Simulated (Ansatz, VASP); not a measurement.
## One calculation of TiAl3, two programs

Contents of INCAR:

```
SYSTEM = TiAl3
  PREC = Accurate
  ENCUT = 520
  EDIFF = 1E-6
  ISMEAR = 0
  SIGMA = 0.15
  LREAL = .FALSE.
  LASPH = .TRUE.
  NELM = 60
  ALGO = Fast
  ISIF = 2
  LWAVE = .FALSE.
  LCHARG = .FALSE.
  GGA = PS
  NBANDS = 18
```

KPOINTS

```
regular mesh
0
G
  14 14 14
  0 0 0
```

POSCAR

```
TiAl3
1.0
   -1.9521126602      1.9521126602      4.0768512541
    1.9521126602     -1.9521126602      4.0768512541
    1.9521126602      1.9521126602     -4.0768512541
Ti Al
1 3
Direct
    0.0000000000      0.0000000000      0.0000000000
    0.5000000000      0.5000000000      0.0000000000
    0.7500000000      0.2401183226      0.4901183226
    0.2500000000      0.7598816774      0.5098816774
```

Input for Ansatz:

```yaml
crystal:
  lattice:
    - [-1.9521126602, 1.9521126602, 4.0768512541]
    - [1.9521126602, -1.9521126602, 4.0768512541]
    - [1.9521126602, 1.9521126602, -4.0768512541]
  atoms:
    - { symbol: Ti, position: [0.0, 0.0, 0.0] }
    - { symbol: Al, position: [0.5, 0.5, 0.0] }
    - { symbol: Al, position: [0.75, 0.2401183226, 0.4901183226] }
    - { symbol: Al, position: [0.25, 0.7598816774, 0.5098816774] }
basis:
  ecutwfc: 520.0
kpoints:
  mp_grid: { grid: [14, 14, 14] }
hamiltonian:
  xc: pbesol
  pseudopotentials: { kind: paw, azcp: { folder: soft_1 } }
scf:
  occupations: { method: gaussian, width: 0.15 }
output:
  forces: true
  stress: true
  eigenvalues: true
```

Change from the starting cell: mode 9 frozen in at -0.038 Å, strain +e along z and -e/2 along x and y -0.0467.

Alike in both runs: task single point; functional PBEsol; k mesh 14 × 14 × 14; occupations gaussian, width 0.15 eV; no spin polarisation.

|  | VASP | Ansatz |
| --- | --- | --- |
| version | VASP 6.6.1 | Ansatz 0.2.0 |
| potentials or method | VASP PAW PBE potentials, release 64 (Ti_sv, Al), cutoff 520 eV | scalar-relativistic, plane waves, PAW |
| valence electrons in the cell | 21 | 21 |

Ansatz gave:

* gap on the k mesh at the Fermi level (eV): none
* pressure (GPa): 0.5
* traceless stress, the component that is largest in VASP (GPa): 7.93
* rms of the force components (eV/Å): 0.152

**Question.** Estimate VASP's values.

**Answer.** gap on the k mesh at the Fermi level (eV): none; pressure (GPa): 0.6; traceless stress, the component that is largest in VASP (GPa): 7.92; rms of the force components (eV/Å): 0.153.

VASP's potentials were made for PBE, not for PBEsol, and Ansatz warns of the same on its side. Atom by atom the forces differ by 0.001 eV/Å (rms over components). A gap of «none» marks a metal or a gap that the smearing closes.
